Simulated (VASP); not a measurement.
Set up this calculation in VASP 6.6.1, as the native input.

* Task: single point
* Functional: PBE
* Potentials or basis: VASP PAW PBE potentials, release 64 (Sc_sv, Mo_sv)
* Cutoff: 520 eV
* k mesh: 4 × 4 × 4
* Occupations: gaussian, width 0.1 eV
* Spin: no spin polarisation
* Dipole correction: no
* Further INCAR settings: ALGO = Normal; EDIFF = 1e-07; NBANDS = 57

The structure of Sc3Mo lies in POSCAR:

```
Sc3Mo
1.0
    0.0000000000      4.3811009500      4.3811009500
    4.3811009500      0.0000000000      4.3811009500
    4.3811009500      4.3811009500      0.0000000000
Sc Mo
6 2
Direct
    0.7240000100      0.2759999900      0.2759999900
    0.2759999900      0.7240000100      0.2759999900
    0.2759999900      0.7240000100      0.7240000100
    0.7240000100      0.2759999900      0.7240000100
    0.2759999900      0.2759999900      0.7240000100
    0.7240000100      0.7240000100      0.2759999900
    0.0000000000      0.0000000000      0.0000000000
    0.5000000000      0.5000000000      0.5000000000
```

The input as run:

INCAR

```
SYSTEM = Sc3Mo
ALGO = Normal
EDIFF = 1E-7
ENCUT = 520
GGA = PE
ISIF = 2
ISMEAR = 0
LASPH = .True.
LCHARG = .False.
LREAL = .False.
LWAVE = .False.
NBANDS = 57
NELM = 60
PREC = Accurate
SIGMA = 0.1
```

KPOINTS

```
k-points
0
Gamma
  4 4 4
  0 0 0
```

Potentials or basis: VASP PAW PBE potentials, release 64 (Sc_sv, Mo_sv).

Launch:

```console
$ cat potpaw_PBE.64/Sc_sv/POTCAR potpaw_PBE.64/Mo_sv/POTCAR > POTCAR
$ mpirun -np 1 vasp_std > vasp.out
```

Results of the run:

```yaml
Pressure: 58.2 GPa
Largest_force: 13.291 eV/Å
Band_gap_on_the_k_mesh: zero (band 47 reaches 5.33 eV, above the bottom of band 48 at 4.79 eV)
```

Caveat: forces of over 1 eV/Å act on the atoms, so gaps and moduli don't describe the material at rest.

It took 2 min on 1 thread of Intel(R) Xeon(R) 6975P-C (Granite Rapids) (shared host), peak memory 0.33 GiB.
